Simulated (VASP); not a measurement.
# Te3W (Pm-3m) in VASP: electric field gradients with PBE

Aim: the electric field gradients of Te3W with PBE.

Everything below comes from runs of VASP 6.6.1. Logs are shortened: lines on timing, memory, paths and dates and some standing lists are left out, and cuts for length are marked.

## (1) The cell of the first run

Symmetry: Pm-3m, No. 221, cubic system. The conventional cell has a = 5.369 Å, b = 5.369 Å, c = 5.369 Å, α = 90.00°, β = 90.00°, γ = 90.00°. Te (site symmetry 4/mmm) has 2 W at 2.68 Å within 3.5 Å. W (site symmetry m-3m) has 6 Te at 2.68 Å within 3.5 Å.

## (2) Electric field gradients, PBE

Input file INCAR:

```
PREC = Accurate
ENCUT = 520
EDIFF = 1E-8
ISMEAR = -1
SIGMA = 0.15
LREAL = F
LASPH = T
NELM = 80
ALGO = Normal
ISIF = 2
LWAVE = F
LCHARG = F
GGA = PE
LEFG = T
NBANDS = 24
```

Input file KPOINTS:

```
Automatic mesh
0
Gamma
  8 8 8
```

Input file POSCAR:

```
Te3W
1.0
    5.3693888813      0.0000000000      0.0000000000
    0.0000000000      5.3693888813      0.0000000000
    0.0000000000      0.0000000000      5.3693888813
Te W
3 1
Direct
    0.0000000000      0.0000000000      0.5000000000
    0.0000000000      0.5000000000      0.0000000000
    0.5000000000      0.0000000000      0.0000000000
    0.0000000000      0.0000000000      0.0000000000
```

Potentials or basis: VASP PAW PBE potentials, release 64 (Te, W_sv).

Launch:

```bash
$ cat potpaw_PBE.64/Te/POTCAR potpaw_PBE.64/W_sv/POTCAR > POTCAR
$ mpirun -np 1 vasp_std > vasp.out
```

OUTCAR:

```text
PREC = Accurate
   ENCUT = 520
   EDIFF = 1E-8
   ISMEAR = -1
   LREAL = F
   LASPH = T
   NELM = 80
   ISIF = 2
   GGA = PE

 ion  position               nearest neighbor table
   1  0.000  0.000  0.500-   4 2.68   4 2.68
   2  0.000  0.500  0.000-   4 2.68   4 2.68
   3  0.500  0.000  0.000-   4 2.68   4 2.68
   4  0.000  0.000  0.000-   1 2.68   2 2.68   3 2.68   1 2.68   2 2.68   3 2.68

  LATTYP: Found a simple cubic cell.
 ALAT       =     5.3693888813

  Lattice vectors:

 A1 = (   5.3693888813,   0.0000000000,   0.0000000000)
 A2 = (   0.0000000000,   5.3693888813,   0.0000000000)
 A3 = (   0.0000000000,   0.0000000000,   5.3693888813)

Analysis of symmetry for initial positions (statically):
=====================================================================
 Subroutine PRICEL returns:
 Original cell was already a primitive cell.

 Routine SETGRP: Setting up the symmetry group for a
 simple cubic supercell.

 Subroutine GETGRP returns: Found 48 space group operations
 (whereof 48 operations were pure point group operations)
 out of a pool of 48 trial point group operations.

The static configuration has the point symmetry O_h .

Analysis of symmetry for dynamics (positions and initial velocities):
=====================================================================
 Subroutine PRICEL returns:
 Original cell was already a primitive cell.

 Routine SETGRP: Setting up the symmetry group for a
 simple cubic supercell.

 Subroutine GETGRP returns: Found 48 space group operations
 (whereof 48 operations were pure point group operations)
 out of a pool of 48 trial point group operations.

The dynamic configuration has the point symmetry O_h .

 Subroutine INISYM returns: Found 48 space group operations
 (whereof 48 operations are pure point group operations),
 and found     1 'primitive' translations

----------------------------------------------------------------------------------------

                                     Primitive cell

  volume of cell :     154.8013

  direct lattice vectors                    reciprocal lattice vectors
[... 129 lines left out ...]
 number of electron      32.0000000 magnetization

 Free energy of the ion-electron system (eV)
  ---------------------------------------------------
  ext. energy  EPLUGINS =         0.00000000
  ---------------------------------------------------
  free energy    TOTEN  =       -20.10061565 eV

  energy without entropy =      -19.81452858  energy(sigma->0) =      -19.95757212

 E-fermi :   3.8695     XC(G=0):  -8.1054

 val. band max:        3.8040349129   @ k =   0.5000   0.1250   0.0000
 cond. band min:       3.9127194954   @ k =   0.1250   0.0000   0.0000
 fundamental gap:      0.1086845825
 Fermi energy:         3.8695134155

 k-point     1 :       0.0000    0.0000    0.0000
  band No.  band energies     occupation
      1     -71.1290      2.00000
      2     -35.3360      2.00000
      3     -35.3360      2.00000
      4     -35.3360      2.00000
      5      -8.5931      2.00000
      6      -6.9267      2.00000
[... 637 lines left out ...]
     23      10.0185      0.00000
     24      10.6953      0.00000

 [... further k-points ...]
[... 5 lines left out ...]
  --------------------------------------------------------------------------------------
  -------------------------------------------------------------------------------------
  Total       -0.0269707     -0.0269707     -0.0269707     -0.0000000      0.0000000      0.0000000
  in kB       -0.2791444     -0.2791444     -0.2791444     -0.0000000      0.0000000      0.0000000
  external PRESSURE =      -0.2791444 kB  Pullay stress =       0.0000000 kB

 VOLUME and BASIS-vectors are now :
 -----------------------------------------------------------------------------
  energy-cutoff  :      520.00
  volume of cell :      154.80
      direct lattice vectors                 reciprocal lattice vectors
     5.369388881  0.000000000  0.000000000     0.186240934  0.000000000  0.000000000
     0.000000000  5.369388881  0.000000000     0.000000000  0.186240934  0.000000000
     0.000000000  0.000000000  5.369388881     0.000000000  0.000000000  0.186240934

 POSITION                                       TOTAL-FORCE (eV/Angst)
 -----------------------------------------------------------------------------------
      0.00000      0.00000      2.68469         0.000000      0.000000      0.000000
      0.00000      2.68469      0.00000         0.000000      0.000000      0.000000
      2.68469      0.00000      0.00000         0.000000      0.000000      0.000000
      0.00000      0.00000      0.00000         0.000000      0.000000      0.000000
 -----------------------------------------------------------------------------------
    total drift:                               -0.000000     -0.000000     -0.000000

  FREE ENERGIE OF THE ION-ELECTRON SYSTEM (eV)
  ---------------------------------------------------
  free  energy   TOTEN  =       -20.1006156541 eV

  energy  without entropy=      -19.8145285839  energy(sigma->0) =      -19.95757212

 Electric field gradients (V/A^2)
---------------------------------------------------------------------
 ion       V_xx      V_yy      V_zz      V_xy      V_xz      V_yz
---------------------------------------------------------------------
   1     -23.669   -23.669    47.338     0.000     0.000     0.000
   2     -23.669    47.338   -23.669     0.000     0.000     0.000
   3      47.338   -23.669   -23.669     0.000    -0.000     0.000
   4      -0.000    -0.000     0.000    -0.000    -0.000     0.000
---------------------------------------------------------------------

 Electric field gradients after diagonalization (V/A^2)
 (convention: |V_zz| > |V_xx| > |V_yy|)
----------------------------------------------------------------------
 ion       V_xx      V_yy      V_zz     asymmetry (V_yy - V_xx)/ V_zz
----------------------------------------------------------------------
   1     -23.669   -23.669    47.338       0.000
   2     -23.669   -23.669    47.338       0.000
   3     -23.669   -23.669    47.338       0.000
   4      -0.000    -0.000     0.000       0.096
----------------------------------------------------------------------

           NMR quadrupolar parameters

 Cq : quadrupolar parameter    Cq=e*Q*V_zz/h
 eta: asymmetry parameters     (V_yy - V_xx)/ V_zz
 Q  : nuclear electric quadrupole moment in mb (millibarn)
----------------------------------------------------------------------
 ion       Cq(MHz)       eta       Q (mb)
----------------------------------------------------------------------
   1       0.114       0.000       1.000
   2       0.114       0.000       1.000
   3       0.114       0.000       1.000
   4       0.000       0.096       1.000
----------------------------------------------------------------------
```

stdout:

```text
POSCAR found type information on POSCAR TeW
 POSCAR found :  2 types and       4 ions
 scaLAPACK will be used
 LDA part: xc-table for (Slater+PW92), standard interpolation
 POSCAR, INCAR and KPOINTS ok, starting setup
 FFT: planning ... GRIDC
 FFT: planning ... GRID_SOFT
 FFT: planning ... GRID
 WAVECAR not read
 entering main loop
ion   1

ion   2

ion   3

ion   4
```

It took 1.8 min on 1 thread of Intel Xeon Platinum 8375C at 2.90GHz (Ice Lake), shared host; peak memory 0.31 GiB.

What came out:

```yaml
Free_energy: -20.1006 eV
Pressure: 0.0 GPa
Band_gap_on_the_k_mesh: zero (band 16 reaches 4.57 eV, above the bottom of band 17 at 3.23 eV)
```

Electric field gradients, principal values (V/Å²):
| atom | least | middle | greatest (by size) |
| --- | --- | --- | --- |
| 1 Te | -23.669 | -23.669 | 47.338 |
| 2 Te | -23.669 | -23.669 | 47.338 |
| 3 Te | -23.669 | -23.669 | 47.338 |
| 4 W | 0.000 | 0.000 | 0.000 |

Caveat: without QUAD_EFG the Cq values of the log hold for a quadrupole moment of 1 mb, not for the nuclei; spin-orbit coupling is left out, which moves the levels of the heavy elements.
